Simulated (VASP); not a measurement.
Set up this calculation in VASP 6.6.1, as the native input.

```yaml
Task: single point
Functional: PBEsol
Potentials_or_basis: VASP PAW PBE potentials, release 64 (Ba_sv)
Cutoff: 520 eV
k_mesh: 11 × 11 × 11
Occupations: tetrahedron
Spin: no spin polarisation
Dipole_correction: no
Further_INCAR_settings: ALGO = Normal; EDIFF = 1e-06; NBANDS = 11
```

The structure of Ba lies in POSCAR:

```
Ba
1.0
   -2.2638975219      2.2638975219      2.2638975219
    2.2638975219     -2.2638975219      2.2638975219
    2.2638975219      2.2638975219     -2.2638975219
Ba
1
Direct
    0.0000000000      0.0000000000      0.0000000000
```

These files were run (other wordings do the same):

INCAR

```
  ALGO = Normal
  EDIFF = 1E-6
  ENCUT = 520
  GGA = PS
  ISIF = 2
  ISMEAR = -4
  LASPH = True
  LCHARG = False
  LREAL = False
  LWAVE = False
  NBANDS = 11
  NELM = 100
  PREC = Accurate
  SIGMA = 0.1
```

KPOINTS

```
k-points
0
Gamma
  11 11 11
```

Potentials or basis: VASP PAW PBE potentials, release 64 (Ba_sv).

Launch:

```console
$ cat potpaw_PBE.64/Ba_sv/POTCAR > POTCAR
$ mpirun -np 1 vasp_std > vasp.out
```

It gave:

```yaml
Pressure: 3.1 GPa
Band_gap_on_the_k_mesh: zero (band 5 reaches 3.24 eV, above the bottom of band 6 at 1.70 eV)
```

Caveat: the PAW data sets were made with another functional, which shifts forces and pressure a little; spin-orbit coupling is left out, which moves the levels of the heavy elements.

Run time: 11 s on 1 thread of Intel(R) Xeon(R) 6975P-C (Granite Rapids), on a shared host, peak memory 0.18 GiB.
